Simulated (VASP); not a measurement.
# As in VASP: single point with LDA

Aim: the single point of As with LDA.

All numbers are computed with VASP 6.6.1; they aren't measurements. Logs are shortened: lines on timing, memory, paths and dates and some standing lists are left out, and cuts for length are marked.

## (1) The cell of the first run

The cell holds a slab with vacuum, 2 atoms: a = 3.513 Å, b = 3.513 Å, c = 23.623 Å, α = 90.00°, β = 90.00°, γ = 120.00°.

## (2) Single point, LDA

Contents of INCAR:

```
PREC = Accurate
ENCUT = 400
EDIFF = 1E-6
ISMEAR = 0
SIGMA = 0.04
LREAL = False
LASPH = True
NELM = 120
ALGO = Normal
ISIF = 2
LWAVE = False
LCHARG = False
LDIPOL = True
IDIPOL = 3
DIPOL = 0.5 0.5 0.681
NBANDS = 22
GGA_COMPAT = False
NELMDL = -8
```

Contents of KPOINTS:

```
Automatic mesh
0
Gamma
  12 12 1
```

Contents of POSCAR:

```
As
1.0
    3.5128969272      0.0000000000      0.0000000000
   -1.7564484636      3.0422579798      0.0000000000
    0.0000000000      0.0000000000     23.6230301333
As
2
Direct
    0.6666666667      0.3333333333      0.6520749652
    0.0000000000      1.0000000000      0.7108740044
```

Potentials or basis: VASP PAW LDA potentials, release 64 (As_d).

The run is started by

```bash
cat potpaw_LDA.64/As_d/POTCAR > POTCAR
mpirun -np 1 vasp_std > vasp.out
```

OUTCAR:

```text
PREC = Accurate
   ENCUT = 400
   EDIFF = 1E-6
   ISMEAR = 0
   LREAL = False
   LASPH = True
   NELM = 120
   ISIF = 2
   NELMDL = -8

 ion  position               nearest neighbor table
   1  0.667  0.333  0.652-   2 2.46   2 2.46   2 2.46
   2  0.000  0.000  0.711-   1 2.46   1 2.46   1 2.46

  LATTYP: Found a hexagonal cell.
 ALAT       =     3.5128969272
 C/A-ratio  =     6.7246579171

  Lattice vectors:

 A1 = (   3.5128969272,   0.0000000000,   0.0000000000)
 A2 = (  -1.7564484636,   3.0422579798,   0.0000000000)
 A3 = (   0.0000000000,   0.0000000000,  23.6230301333)

Analysis of symmetry for initial positions (statically):
=====================================================================
 Subroutine PRICEL returns:
 Original cell was already a primitive cell.

 Routine SETGRP: Setting up the symmetry group for a
 hexagonal supercell.

 Subroutine GETGRP returns: Found 12 space group operations
 (whereof  6 operations were pure point group operations)
 out of a pool of 24 trial point group operations.

The static configuration has the point symmetry C_3v.
 The point group associated with its full space group is D_3d.

Analysis of symmetry for dynamics (positions and initial velocities):
=====================================================================
 Subroutine PRICEL returns:
 Original cell was already a primitive cell.

 Routine SETGRP: Setting up the symmetry group for a
 hexagonal supercell.

 Subroutine GETGRP returns: Found 12 space group operations
 (whereof  6 operations were pure point group operations)
 out of a pool of 24 trial point group operations.

The dynamic configuration has the point symmetry C_3v.
 The point group associated with its full space group is D_3d.

 Subroutine INISYM returns: Found 12 space group operations
 (whereof  6 operations are pure point group operations),
 and found     1 'primitive' translations

----------------------------------------------------------------------------------------

                                     Primitive cell

  volume of cell :     252.4626

  direct lattice vectors                    reciprocal lattice vectors
     3.512896927  0.000000000  0.000000000     0.284665341  0.164351611  0.000000000
    -1.756448464  3.042257980  0.000000000     0.000000000  0.328703222  0.000000000
     0.000000000  0.000000000 23.623030133     0.000000000  0.000000000  0.042331572

  length of vectors
     3.512896927  3.512896927 23.623030133     0.328703222  0.328703222  0.042331572

  position of ions in fractional coordinates (direct lattice)
     0.666666667  0.333333333  0.652074965
     0.000000000  0.000000000  0.710874004

  ion indices of the primitive-cell ions
   primitive index   ion index
                 1           1
                 2           2

----------------------------------------------------------------------------------------

 KPOINTS: Automatic mesh

Automatic generation of k-mesh.
 Grid dimensions read from file:
 generate k-points for:   12   12    1

 Generating k-lattice:

  Cartesian coordinates                     Fractional coordinates (reciprocal lattice)
     0.023722112  0.013695968  0.000000000     0.083333333 -0.000000000  0.000000000
     0.000000000  0.027391935  0.000000000     0.000000000  0.083333333  0.000000000
     0.000000000  0.000000000  0.042331572     0.000000000  0.000000000  1.000000000

  Length of vectors
     0.027391935  0.027391935  0.042331572

  Shift w.r.t. Gamma in fractional coordinates (k-lattice)
     0.000000000  0.000000000  0.000000000

 Subroutine IBZKPT returns following result:
 ===========================================

 Found     19 irreducible k-points:

 Following reciprocal coordinates:
            Coordinates               Weight
  0.000000  0.000000  0.000000      1.000000
  0.083333 -0.000000  0.000000      6.000000
  0.166667  0.000000  0.000000      6.000000
  0.250000 -0.000000  0.000000      6.000000
  0.333333 -0.000000  0.000000      6.000000
  0.416667  0.000000  0.000000      6.000000
[... 11 lines left out ...]
  0.333333  0.250000  0.000000     12.000000
  0.333333  0.333333  0.000000      2.000000
   k-points           NKPTS =     19   k-points in BZ     NKDIM =     19   number of bands    NBANDS=     22
   number of dos      NEDOS =    301   number of ions     NIONS =      2
   total plane-waves  NPLWV =  92160
   dimension x,y,z NGX =    24 NGY =   24 NGZ =  160
   dimension x,y,z NGXF=    48 NGYF=   48 NGZF=  320
   ions per type =               2
   NGX,Y,Z   is equivalent  to a cutoff of  11.36, 11.36, 11.26 a.u.
   NGXF,Y,Z  is equivalent  to a cutoff of  22.72, 22.72, 22.52 a.u.
 SYSTEM =  unknown system
   PREC   = accura    normal or accurate (medium, high low for compatibility)
   ISTART =      0    job   : 0-new  1-cont  2-samecut
   ICHARG =      2    charge: 1-file 2-atom 10-const
   ISPIN  =      1    spin polarized calculation?
   LNONCOLLINEAR =      F non collinear calculations
   LSORBIT =      F    spin-orbit coupling
   LASPH  =      T    aspherical Exc in radial PAW
   ENCUT  =  400.0 eV  29.40 Ry    5.42 a.u.   5.73  5.73 38.52*2*pi/ulx,y,z
   NELM   =    120;   NELMIN=  2; NELMDL= -8     # of ELM steps
   EDIFF  = 0.1E-05   stopping-criterion for ELM
   LREAL  =      F    real-space projection
   EDIFFG = 0.1E-04   stopping-criterion for IOM
   NSW    =      0    number of steps for IOM
   IBRION =     -1    ionic relax: 0-MD 1-quasi-New 2-CG
   NFREE  =      0    steps in history (QN), initial steepest desc. (CG)
   ISIF   =      2    stress and relaxation
   ISYM   =      2    0-nonsym 1-usesym 2-fastsym
   POTIM  = 0.5000    time-step for ionic-motion
   TEBEG  =    0.0;   TEEND  =   0.0 temperature during run
   PSTRESS=    0.0 pullay stress
   NELECT =      30.0000    total number of electrons
   NUPDOWN=      -1.0000    fix difference up-down
   EMIN   =  10.00;   EMAX   =-10.00  energy-range for DOS
   EFERMI =   0.00;   METHOD = LEGACY
   ISMEAR =     0;   SIGMA  =   0.04  broadening in eV -4-tet -1-fermi 0-gaus
   EFERMI_NEDOS =   21; number of points for ismear=-14 and -15
   IALGO  =     38    algorithm
   IMIX   =      4    mixing-type and parameters
     AMIX     =   0.40;   BMIX     =  1.00
     AMIX_MAG =   1.60;   BMIX_MAG =  1.00
  volume/ion in A,a.u.               =     126.23       851.85
  Fermi-wavevector in a.u.,A,eV,Ry     =   0.804852  1.520950  8.813682  0.647787
  Thomas-Fermi vector in A             =   1.912987
   LORBIT       =      0    0 simple, 1 ext, 2 COOP (PROOUT), +10 PAW based schemes
   GGA     = CA    functional components
   LHFCALC =     F    Hartree Fock is set to
   AEXX    =    0.0000 exact exchange contribution
   IVDW    =     0    specifies the selected vdW correction
   LEPSILON=     F    determine dielectric tensor
   LRPA    =     F    only Hartree local field effects (RPA)
 non-spin polarized calculation
 Gauss-broadening in eV      SIGMA  =   0.04
  energy-cutoff  :      400.00
  volume of cell :      252.46
 maximum number of plane-waves:      4603
 NGX is ok and might be reduce to    24
   NGX = 11   NGY = 11   NGZ = 77

 dipolmoment           0.000000      0.000000     -0.000000 electrons x Angstroem

 number of electron      29.9999976 magnetization

 dipolmoment           0.000000      0.000000      0.000002 electrons x Angstroem

 Free energy of the ion-electron system (eV)
  ---------------------------------------------------
  ext. energy  EPLUGINS =         0.00000000
  ---------------------------------------------------
  free energy    TOTEN  =       -10.47026531 eV

  energy without entropy =      -10.47026531  energy(sigma->0) =      -10.47026531

 E-fermi :  -3.7871     XC(G=0):  -2.4557

 val. band max:       -4.0159958055   @ k =   0.0000   0.0000   0.0000
 cond. band min:      -2.6204887824   @ k =   0.3333  -0.0000   0.0000
 fundamental gap:      1.3955070231
 Fermi energy:        -3.7870689903

 k-point     1 :       0.0000    0.0000    0.0000
  band No.  band energies     occupation
      1     -39.4437      2.00000
      2     -39.4437      2.00000
      3     -39.3956      2.00000
      4     -39.3956      2.00000
      5     -39.3494      2.00000
      6     -39.3128      2.00000
[... 14 lines left out ...]
     21       1.6760      0.00000
     22       2.0347      0.00000

 k-point     2 :       0.0833   -0.0000    0.0000
  band No.  band energies     occupation
      1     -39.4434      2.00000
      2     -39.4413      2.00000
      3     -39.3952      2.00000
      4     -39.3938      2.00000
      5     -39.3489      2.00000
      6     -39.3140      2.00000
[... 14 lines left out ...]
     21       1.7870      0.00000
     22       2.1520      0.00000

 k-point     3 :       0.1667    0.0000    0.0000
  band No.  band energies     occupation
      1     -39.4425      2.00000
      2     -39.4344      2.00000
      3     -39.3938      2.00000
      4     -39.3887      2.00000
      5     -39.3472      2.00000
      6     -39.3175      2.00000
[... 14 lines left out ...]
     21       2.1154      0.00000
     22       2.4854      0.00000

 k-point     4 :       0.2500   -0.0000    0.0000
  band No.  band energies     occupation
      1     -39.4411      2.00000
      2     -39.4243      2.00000
      3     -39.3911      2.00000
      4     -39.3809      2.00000
      5     -39.3446      2.00000
      6     -39.3231      2.00000
[... 14 lines left out ...]
     21       2.6557      0.00000
     22       2.9957      0.00000

 k-point     5 :       0.3333   -0.0000    0.0000
  band No.  band energies     occupation
      1     -39.4398      2.00000
      2     -39.4138      2.00000
      3     -39.3855      2.00000
      4     -39.3713      2.00000
      5     -39.3422      2.00000
      6     -39.3306      2.00000
[... 292 lines left out ...]
 k-point    17 :       0.2500    0.2500    0.0000
  band No.  band energies     occupation
      1     -39.4396      2.00000
      2     -39.3936      2.00000
      3     -39.3813      2.00000
      4     -39.3608      2.00000
      5     -39.3475      2.00000
      6     -39.3366      2.00000
[... 14 lines left out ...]
     21       4.2346      0.00000
     22       4.4996      0.00000

 k-point    18 :       0.3333    0.2500    0.0000
  band No.  band energies     occupation
      1     -39.4393      2.00000
      2     -39.3866      2.00000
      3     -39.3731      2.00000
      4     -39.3598      2.00000
      5     -39.3504      2.00000
      6     -39.3371      2.00000
[... 14 lines left out ...]
     21       4.6667      0.00000
     22       5.2644      0.00000

 k-point    19 :       0.3333    0.3333    0.0000
  band No.  band energies     occupation
      1     -39.4394      2.00000
      2     -39.3754      2.00000
      3     -39.3754      2.00000
      4     -39.3679      2.00000
      5     -39.3402      2.00000
      6     -39.3401      2.00000
[... 14 lines left out ...]
     21       5.0616      0.00000
     22       5.8945      0.00000

------------------------ aborting loop because EDIFF is reached ----------------------------------------

 vacuum level on the upper side and lower side of the slab       (xc-potential included)        -0.007        -0.008

  FORCE on cell =-STRESS in cart. coord.  units (eV):
  Direction    XX          YY          ZZ          XY          YZ          ZX
  --------------------------------------------------------------------------------------
  -------------------------------------------------------------------------------------
  Total       -0.0536709     -0.0536709     -0.1284899      0.0000000      0.0000000      0.0000000
  in kB       -0.3406063     -0.3406063     -0.8154222      0.0000000      0.0000000      0.0000000
  external PRESSURE =      -0.4988783 kB  Pullay stress =       0.0000000 kB

 VOLUME and BASIS-vectors are now :
 -----------------------------------------------------------------------------
  energy-cutoff  :      400.00
  volume of cell :      252.46
      direct lattice vectors                 reciprocal lattice vectors
     3.512896927  0.000000000  0.000000000     0.284665341  0.164351611  0.000000000
    -1.756448464  3.042257980  0.000000000     0.000000000  0.328703222  0.000000000
     0.000000000  0.000000000 23.623030133     0.000000000  0.000000000  0.042331572

 POSITION                                       TOTAL-FORCE (eV/Angst)
 -----------------------------------------------------------------------------------
      1.75645      1.01409     15.40399         0.000000      0.000000      0.035662
      0.00000      0.00000     16.79300        -0.000000      0.000000     -0.035662
 -----------------------------------------------------------------------------------
    total drift:                               -0.000000      0.000000      0.000502

  FREE ENERGIE OF THE ION-ELECTRON SYSTEM (eV)
  ---------------------------------------------------
  free  energy   TOTEN  =       -10.4702653083 eV

  energy  without entropy=      -10.4702653083  energy(sigma->0) =      -10.47026531

 vacuum level on the upper side and lower side of the slab         1.417         1.417
```

Wall time 2 min (1 thread of Intel Xeon Platinum 8259CL at 2.50GHz (Skylake/Cascade Lake), shared host); peak memory 0.24 GiB.

Results:

```
Free energy            : -10.4703 eV
Largest force          : 0.036 eV/Å
Band gap on the k mesh : 1.40 eV (least direct gap 2.10 eV)
```

Forces on the atoms (eV/Å):
```
As   0.000  0.000  0.036
As   0.000  0.000 -0.036
```
